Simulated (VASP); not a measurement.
# MgO: single point with r2SCAN

The system is MgO.

```
CELL_PARAMETERS angstrom
2.93802 0.00000 0.00000
-1.46901 2.54440 0.00000
0.00000 0.00000 2.67968
ATOMIC_POSITIONS crystal
Mg 0.00509 0.98610 0.00000
O 0.33333 0.66667 0.50000
```

This cell differs from its parent crystal: all Mg atoms moved +0.050 Å, as atom 1 along Cartesian [1 -1 0].

- Program: VASP 6.6.1
- Task: single point
- Functional: r2SCAN
- Potentials or basis: VASP PAW PBE potentials, release 64 (Mg, O)
- Cutoff: 520 eV
- k mesh: 9 × 9 × 8
- Occupations: gaussian, width 0.05 eV
- Spin: no spin polarisation
- Dipole correction: no
- Further INCAR settings: ALGO = Normal; EDIFF = 1e-07; NBANDS = 11

```json
{
  "Pressure": "-6.1 GPa",
  "Largest force": "0.181 eV/Å",
  "Band gap on the k mesh": "3.76 eV (least direct gap 4.17 eV)"
}
```

Forces in eV/Å, atoms in the order of the input:
```
Mg  -0.137  0.119  0.000
O    0.137 -0.119  0.000
```

Stress tensor (GPa, compression positive):
```
-5.87  0.05  0.00
 0.05 -5.63  0.00
 0.00  0.00 -6.72
```

Levels at points of the mesh, in eV from the valence-band top:
```
           k point  band 2  band 3  band 4  band 5  band 6  band 7
(0.00, 0.00, 0.00)   -0.65   -0.59   -0.41    3.76   12.88   16.50
(0.00, 0.00, 0.50)   -5.35   -0.16   -0.04    9.17    9.90   18.53
```

Wall time 2.2 min on 1 thread of Intel Xeon 8259CL, on a shared host, peak memory 0.18 GiB.

Caveat: the cell differs from its parent crystal (all Mg atoms moved +0.050 Å, as atom 1 along Cartesian [1 -1 0]); the cell stands under tension; the PAW data sets were made with another functional, which shifts forces and pressure a little; an odd mesh through Γ misses points on the zone boundary, where band edges can lie.
